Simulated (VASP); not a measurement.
# Sb in VASP: relaxation of the atoms with PBE

Aim: the relaxation of the atoms of Sb with PBE.

Everything below comes from runs of VASP 6.6.1. Logs are shortened: lines on timing, memory, paths and dates and some standing lists are left out, and cuts for length are marked.

### Step 1. The cell of the first run

The cell holds a slab with vacuum, 4 atoms: a = 3.388 Å, b = 4.792 Å, c = 21.083 Å, α = 90.00°, β = 90.00°, γ = 90.00°.

### Step 2. Relaxation of the atoms, PBE

The input, INCAR:

```
PREC = Accurate
ENCUT = 520
EDIFF = 1E-6
ISMEAR = -1
SIGMA = 0.08
LREAL = False
LASPH = True
NELM = 80
ALGO = Normal
ISIF = 2
LWAVE = False
LCHARG = False
LDIPOL = True
IDIPOL = 3
DIPOL = 0.5 0.5 0.500
GGA = PE
IBRION = 2
NSW = 32
EDIFFG = -0.01
```

The input, KPOINTS:

```
Automatic mesh
0
Gamma
  10 7 1
```

The input, POSCAR:

```
Sb
1.0
    3.3884663829      0.0000000000      0.0000000000
    0.0000000000      4.7920151143      0.0000000000
    0.0000000000      0.0000000000     21.0827000000
Sb
4
Direct
    0.2500000000      0.2500000000      0.4099125997
    0.7500000000      0.7500000000      0.4478105265
    0.2500000000      0.2500000000      0.5521894750
    0.7500000000      0.7500000000      0.5900873984
```

Potentials or basis: VASP PAW PBE potentials, release 64 (Sb).

Run with:

```console
$ cat potpaw_PBE.64/Sb/POTCAR > POTCAR
$ mpirun -np 1 vasp_std > vasp.out
```

OUTCAR:

```text
PREC = Accurate
   ENCUT = 520
   EDIFF = 1E-6
   ISMEAR = -1
   LREAL = False
   LASPH = True
   NELM = 80
   ISIF = 2
   GGA = PE
   IBRION = 2
   NSW = 32
   EDIFFG = -0.01

 ion  position               nearest neighbor table
   1  0.250  0.250  0.410-   3 3.00   2 3.04   2 3.04   2 3.04   2 3.04
   2  0.750  0.750  0.448-   4 3.00   1 3.04   1 3.04   1 3.04   1 3.04   3 3.67   3 3.67   3 3.67
                             3 3.67
   3  0.250  0.250  0.552-   1 3.00   4 3.04   4 3.04   4 3.04   4 3.04   2 3.67   2 3.67   2 3.67
                             2 3.67
   4  0.750  0.750  0.590-   2 3.00   3 3.04   3 3.04   3 3.04   3 3.04

  LATTYP: Found a simple orthorhombic cell.
 ALAT       =     3.3884663829
 B/A-ratio  =     1.4142135624
 C/A-ratio  =     6.2219002987

  Lattice vectors:

 A1 = (   3.3884663829,   0.0000000000,   0.0000000000)
 A2 = (   0.0000000000,   4.7920151143,   0.0000000000)
 A3 = (   0.0000000000,   0.0000000000,  21.0827000000)

Analysis of symmetry for initial positions (statically):
=====================================================================
 Subroutine PRICEL returns:
 Original cell was already a primitive cell.

 Routine SETGRP: Setting up the symmetry group for a
 simple orthorhombic supercell.

 Subroutine GETGRP returns: Found  8 space group operations
 (whereof  2 operations were pure point group operations)
 out of a pool of  8 trial point group operations.

The static configuration has the point symmetry S_2 .
 The point group associated with its full space group is D_2h.

Analysis of symmetry for dynamics (positions and initial velocities):
=====================================================================
 Subroutine PRICEL returns:
 Original cell was already a primitive cell.

 Routine SETGRP: Setting up the symmetry group for a
 simple orthorhombic supercell.

 Subroutine GETGRP returns: Found  8 space group operations
 (whereof  2 operations were pure point group operations)
 out of a pool of  8 trial point group operations.

The dynamic configuration has the point symmetry S_2 .
 The point group associated with its full space group is D_2h.

 Subroutine INISYM returns: Found  8 space group operations
 (whereof  2 operations are pure point group operations),
 and found     1 'primitive' translations

----------------------------------------------------------------------------------------

                                     Primitive cell

  volume of cell :     342.3321

[... 116 lines left out ...]
   GGA     = PE    functional components
   LHFCALC =     F    Hartree Fock is set to
   AEXX    =    0.0000 exact exchange contribution
   IVDW    =     0    specifies the selected vdW correction
   LEPSILON=     F    determine dielectric tensor
   LRPA    =     F    only Hartree local field effects (RPA)
 conjugate gradient relaxation of ions
 non-spin polarized calculation
  energy-cutoff  :      520.00
  volume of cell :      342.33
 maximum number of plane-waves:      9254
 NGX is ok and might be reduce to    28
   NGX = 13   NGY = 17   NGZ = 79

--------------------------------------- Ionic step        1  -------------------------------------------

 number of electron      20.0000000 magnetization

 Free energy of the ion-electron system (eV)
  ---------------------------------------------------
  ext. energy  EPLUGINS =         0.00000000
  ---------------------------------------------------
  free energy    TOTEN  =       -14.95593106 eV

  energy without entropy =      -14.90770368  energy(sigma->0) =      -14.93181737

------------------------ aborting loop because EDIFF is reached ----------------------------------------

  FORCE on cell =-STRESS in cart. coord.  units (eV):
  Direction    XX          YY          ZZ          XY          YZ          ZX
  --------------------------------------------------------------------------------------
  -------------------------------------------------------------------------------------
  Total        7.4518444      7.1768090      0.0521875      0.0000000      0.0000000      0.0000000
  in kB       34.8760084     33.5887916      0.2442473      0.0000000      0.0000000      0.0000000
  external PRESSURE =      22.9030158 kB  Pullay stress =       0.0000000 kB
[... 63 lines left out ...]
--------------------------------------- Ionic step        3  -------------------------------------------

 number of electron      20.0000000 magnetization

 dipolmoment           0.000000      0.000000      0.000000 electrons x Angstroem

 Free energy of the ion-electron system (eV)
  ---------------------------------------------------
  ext. energy  EPLUGINS =         0.00000000
  ---------------------------------------------------
  free energy    TOTEN  =       -14.95599094 eV

  energy without entropy =      -14.90780600  energy(sigma->0) =      -14.93189847

 E-fermi :   0.1797     XC(G=0):  -3.8127

 val. band max:        0.1719851549   @ k =   0.1000   0.4286   0.0000
 cond. band min:       0.1823975729   @ k =   0.0000   0.1429   0.0000
 fundamental gap:      0.0104124180
 Fermi energy:         0.1796784049

 k-point     1 :       0.0000    0.0000    0.0000
  band No.  band energies     occupation
      1     -13.0843      2.00000
      2     -11.4352      2.00000
      3      -7.4552      2.00000
      4      -6.9648      2.00000
      5      -5.2049      2.00000
      6      -3.7641      2.00000
      7      -3.6495      2.00000
      8      -1.9903      2.00000
      9       0.0463      1.68239
     10       0.7390      0.00184
     11       1.4326      0.00000
     12       1.5571      0.00000
     13       2.5197      0.00000
     14       3.6665      0.00000
[... 379 lines left out ...]
      3      -7.6931      2.00000
      4      -7.6931      2.00000
      5      -5.8579      2.00000
      6      -5.8579      2.00000
      7      -4.4490      2.00000
      8      -4.4490      2.00000
      9      -1.9156      2.00000
     10      -1.9156      2.00000
     11       1.4947      0.00000
     12       1.4947      0.00000
     13       2.1396      0.00000
     14       2.1396      0.00000

------------------------ aborting loop because EDIFF is reached ----------------------------------------

 vacuum level on the upper side and lower side of the slab       (xc-potential included)        -0.148        -0.148

  FORCE on cell =-STRESS in cart. coord.  units (eV):
  Direction    XX          YY          ZZ          XY          YZ          ZX
  --------------------------------------------------------------------------------------
  -------------------------------------------------------------------------------------
  Total        7.3858950      7.1332132      0.0220120     -0.0000000      0.0000000      0.0000000
  in kB       34.5673526     33.3847552      0.1030201     -0.0000000      0.0000000      0.0000000
  external PRESSURE =      22.6850426 kB  Pullay stress =       0.0000000 kB
[... 19 lines left out ...]
  FREE ENERGIE OF THE ION-ELECTRON SYSTEM (eV)
  ---------------------------------------------------
  free  energy   TOTEN  =       -14.9559909359 eV

  energy  without entropy=      -14.9078059975  energy(sigma->0) =      -14.93189847

 reached required accuracy - stopping structural energy minimisation

 vacuum level on the upper side and lower side of the slab         3.775         3.775
```

OSZICAR:

```text
N       E                     dE             d eps       ncg     rms          rms(c)
DAV:   1     0.128052188606E+03    0.12805E+03   -0.58228E+03   672   0.981E+02
DAV:   2    -0.333309364540E+01   -0.13139E+03   -0.12553E+03  1048   0.162E+02
DAV:   3    -0.147269447927E+02   -0.11394E+02   -0.11221E+02   846   0.574E+01
[... 24 lines left out ...]
       N       E                     dE             d eps       ncg     rms          rms(c)
DAV:   1    -0.149559842570E+02   -0.34245E-04   -0.25584E-03   696   0.300E-01    0.137E-02
DAV:   2    -0.149559929035E+02   -0.86465E-05   -0.11308E-04   882   0.622E-02    0.463E-03
DAV:   3    -0.149559915017E+02    0.14018E-05   -0.37821E-06   832   0.126E-02    0.219E-03
DAV:   4    -0.149559909359E+02    0.56578E-06   -0.34950E-07   462   0.392E-03
   3 F= -.14955991E+02 E0= -.14931898E+02  d E =-.598739E-04
```

Wall time 4.5 min (1 thread of Oxide Virtual Turin-like, shared host); peak memory 0.43 GiB.

Results:

```
Free energy                  : -14.9560 eV
Energy gained by relaxing    : 0.0 meV/atom
Ionic steps                  : 3
Largest force after relaxing : 0.008 eV/Å
```

Forces in eV/Å, atoms in the order of the input:
```
Sb   0.000  0.000 -0.008
Sb   0.000  0.000  0.001
Sb   0.000  0.000 -0.001
Sb   0.000  0.000  0.008
```

Final structure:
```cif
data_structure
_symmetry_space_group_name_H-M 'P 1'
_symmetry_Int_Tables_number 1
_cell_length_a 3.3885
_cell_length_b 4.7920
_cell_length_c 21.0827
_cell_angle_alpha 90.000
_cell_angle_beta 90.000
_cell_angle_gamma 90.000
_cell_volume 342.33
loop_
_atom_site_label
_atom_site_type_symbol
_atom_site_fract_x
_atom_site_fract_y
_atom_site_fract_z
_atom_site_occupancy
Sb1 Sb 0.25000 0.25000 0.40978 1
Sb2 Sb 0.75000 0.75000 0.44780 1
Sb3 Sb 0.25000 0.25000 0.55220 1
Sb4 Sb 0.75000 0.75000 0.59022 1
```

Levels at points of the mesh, in eV from the Fermi level:
```
           k point  band 6  band 7  band 8  band 9  band 10  band 11  band 12  band 13  band 14
(0.00, 0.00, 0.00)   -3.94   -3.83   -2.17   -0.13     0.56     1.25     1.38     2.34     3.49
(0.50, 0.00, 0.00)   -3.23   -2.61   -2.61   -1.82    -1.82    -0.50    -0.50    -0.35    -0.35
```

Caveat: the highest band is partly filled, so the run has too few bands; spin-orbit coupling is left out, which moves the levels of the heavy elements.
